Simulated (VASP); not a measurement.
Here is a VASP 6.6.1 calculation.

The input POSCAR:

```
ZnO
1.0
    3.2493080000      0.0000000000      0.0000000000
   -1.6246540000      2.8139832727      0.0000000000
    0.0000000000      0.0000000000      5.2057090000
Zn O
2 2
Direct
    0.6666666667      0.3333333333      0.0000000000
    0.3333333333      0.6666666667      0.5000000000
    0.3333333333      0.6666666667      0.8790100000
    0.6666666667      0.3333333333      0.3790100000
```

Contents of INCAR.step1:

```
  PREC = Accurate
  ENCUT = 520
  ISMEAR = -1
  SIGMA = 0.05
  LREAL = False
  LASPH = True
  NELM = 80
  NBANDS = 26
  GGA = PE
  ALGO = Normal
  EDIFF = 1E-4
  LWAVE = True
  LCHARG = False
```

INCAR.step2

```
  PREC = Accurate
  ENCUT = 520
  EDIFF = 1E-7
  ISMEAR = -1
  SIGMA = 0.05
  LREAL = False
  LASPH = True
  NELM = 80
  ALGO = Normal
  ISIF = 2
  LWAVE = False
  LCHARG = True
  METAGGA = R2SCAN
  LMIXTAU = True
  LELF = True
  LVHAR = True
  NBANDS = 26
  ISTART = 1
```

Contents of KPOINTS:

```
Automatic mesh
0
Gamma
  5 5 3
```

Potentials or basis: VASP PAW PBE potentials, release 64 (Zn, O).

Run with:

```console
$ cat potpaw_PBE.64/Zn/POTCAR potpaw_PBE.64/O/POTCAR > POTCAR
$ cp INCAR.step1 INCAR
$ mpirun -np 1 vasp_std > vasp.out
$ cp INCAR.step2 INCAR
$ mpirun -np 1 vasp_std > vasp.out
```

Problem. Predict the band gap on the k mesh.

Solution. 1.23 eV, direct.

Problem. What does it give for the pressure?

Solution. -0.1 GPa.

Problem. Estimate the largest force.

Solution. 0.086 eV/Å.

Stress tensor (GPa, compression positive):
```
-0.68  0.00  0.00
 0.00 -0.68  0.00
 0.00  0.00  1.00
```

Caveat: the k points lie up to 0.45 Å⁻¹ apart; the PAW data sets were made with another functional, which shifts forces and pressure a little. r2SCAN opens gaps a little over a GGA but as a rule still falls short of measured ones.
